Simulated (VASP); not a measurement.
The system is BiTe.

```
Bi Te
1.0
     2.38996    1.37985    3.27246
    -2.38996    1.37985    3.27246
     0.00000   -2.75969    3.27246
Bi Te
1 1
Direct
  0.50000 0.50000 0.50000
  0.00000 0.00000 0.00000
```

This cell differs from its parent crystal: volume scaled by 0.96.

Base run:

| Property | Result |
| --- | --- |
| Program | VASP 6.6.1 |
| Functional | PBEsol |
| Potentials or basis | VASP PAW PBE potentials, release 64 (Bi_d, Te) |
| Cutoff | 520 eV |
| k mesh | 7 × 7 × 7 |
| Occupations | fermi-dirac, width 0.05 eV |
| Spin | no spin polarisation |

Its results: pressure -0.4 GPa.

Question: The run is repeated on the same cell with these changes: functional from PBEsol to HSE06; k mesh from 7 × 7 × 7 to 4 × 4 × 4. What comes out?

Answer: Pressure 0.1 GPa.

Several settings changed at once, so the effect can't be laid on one alone.

Caveats: some runs use coarse meshes; the PAW data sets were made with another functional, which shifts forces and pressure a little.
